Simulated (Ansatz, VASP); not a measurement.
Two plane-wave programs on In2O3

File INCAR:

```
  PREC = Accurate
  ENCUT = 520
  EDIFF = 1E-6
  ISMEAR = 0
  SIGMA = 0.01
  LREAL = False
  LASPH = True
  NELM = 80
  ALGO = Normal
  ISIF = 2
  LWAVE = False
  LCHARG = False
  NBANDS = 55
```

Contents of KPOINTS:

```
regular mesh
0
Gamma
  6 6 6
```

POSCAR

```
In2O3
1.0
    2.7435000000      1.5839604635      4.8366666667
   -2.7435000000      1.5839604635      4.8366666667
    0.0000000000     -3.1679209270      4.8366666667
In O
4 6
Direct
    0.8573100000      0.8573100000      0.8573100000
    0.6426900000      0.6426900000      0.6426900000
    0.1426900000      0.1426900000      0.1426900000
    0.3573100000      0.3573100000      0.3573100000
    0.0480000000      0.7500000000      0.4520000000
    0.7500000000      0.4520000000      0.0480000000
    0.4520000000      0.0480000000      0.7500000000
    0.9520000000      0.2500000000      0.5480000000
    0.2500000000      0.5480000000      0.9520000000
    0.5480000000      0.9520000000      0.2500000000
```

File input.yaml:

```yaml
crystal:
  lattice:
    - [2.7435, 1.5839604635, 4.8366666667]
    - [-2.7435, 1.5839604635, 4.8366666667]
    - [0.0, -3.167920927, 4.8366666667]
  atoms:
    - { symbol: In, position: [0.85731, 0.85731, 0.85731] }
    - { symbol: In, position: [0.64269, 0.64269, 0.64269] }
    - { symbol: In, position: [0.14269, 0.14269, 0.14269] }
    - { symbol: In, position: [0.35731, 0.35731, 0.35731] }
    - { symbol: O, position: [0.048, 0.75, 0.452] }
    - { symbol: O, position: [0.75, 0.452, 0.048] }
    - { symbol: O, position: [0.452, 0.048, 0.75] }
    - { symbol: O, position: [0.952, 0.25, 0.548] }
    - { symbol: O, position: [0.25, 0.548, 0.952] }
    - { symbol: O, position: [0.548, 0.952, 0.25] }
kpoints:
  mp_grid: { grid: [6, 6, 6] }
  band_path:
    path:
      - [0.0, 0.0, 0.0]
      - [0.5, 0.5, 0.5]
      - [0.7618334884, 0.2381665116, 0.5]
      - [0.5, -0.2381665116, 0.2381665116]
      - [0.5, 0.0, 0.0]
      - [0.3690832558, -0.3690832558, 0.0]
      - [0.6309167442, 0.0, 0.3690832558]
      - [0.5, 0.0, 0.5]
      - [0.020833, 0.020833, 0.3125]
    npoints: 1
hamiltonian:
  xc: lda
scf:
  occupations: { method: fixed }
  n_extra_bands: 6
output:
  forces: true
  stress: true
  eigenvalues: true
  write_density: true
  write_potential: true
  elf: true
  volumetric_format: npy
```

Alike in both runs: functional LDA; k mesh 6 × 6 × 6; no spin polarisation.

|  | VASP | Ansatz |
| --- | --- | --- |
| version | VASP 6.6.1 | Ansatz 0.2.0 |
| potentials or method | VASP PAW LDA potentials, release 64 (In_d, O) | Ansatz PAW |
| plane-wave cutoff (eV) | 520 | 420 |
| occupations | gaussian, width 0.01 eV | fixed |
| valence electrons in the cell | 88 | 88 |
| task | single point | band structure |

Ansatz gave:

- gap on the k mesh at the Fermi level (eV): 1.18
- least direct gap on the mesh (eV): 1.22
- pressure (GPa): -3.2
- traceless stress, the component that is largest in VASP (GPa): -0.22
- rms of the force components (eV/Å): 0.082

Question: Estimate VASP's values.

Answer: gap on the k mesh at the Fermi level (eV): 1.20; least direct gap on the mesh (eV): 1.25; pressure (GPa): -2.5; traceless stress, the component that is largest in VASP (GPa): -0.34; rms of the force components (eV/Å): 0.086.

LDA's correlation is that of Perdew and Zunger in VASP and of Perdew and Wang (1992) in Ansatz. Atom by atom the forces differ by 0.004 eV/Å (rms over components).
